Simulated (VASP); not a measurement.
Al, 2 atoms in the cell. The structure is hexagonal, space group P6_3/mmc (No. 194). The conventional cell has a = 2.812 Å, b = 2.812 Å, c = 4.867 Å, α = 90.00°, β = 90.00°, γ = 120.00°. Within 3.7 Å of Al (site symmetry -6m2) lie 12 Al at 2.81 to 2.93 Å. 

| Item | Value |
| --- | --- |
| Program | VASP 6.6.1 |
| Task | relaxation of cell and atoms |
| Functional | PBEsol |
| Potentials or basis | VASP PAW PBE potentials, release 64 (Al) |
| Cutoff | 600 eV |
| k mesh | 24 × 24 × 12 |
| Occupations | gaussian, width 0.1 eV |
| Spin | no spin polarisation |
| Dipole correction | no |
| Further INCAR settings | ALGO = Fast; EDIFF = 1e-06; IBRION = 2; EDIFFG = -0.01; NSW = 100; ISIF = 3 |

Potentials or basis: VASP PAW PBE potentials, release 64 (Al).

The run is started by

```console
$ cat potpaw_PBE.64/Al/POTCAR > POTCAR
$ mpirun -np 1 vasp_std > vasp.out
```

Hardware: 1 thread of AMD EPYC 7R13, on a shared host.

Q: Estimate the wall time of this run.

A: It took 9.4 min on 1 thread of AMD EPYC 7R13, on a shared host, peak memory 0.22 GiB. Counts: scf iterations 39, k points 427, ion steps 7.
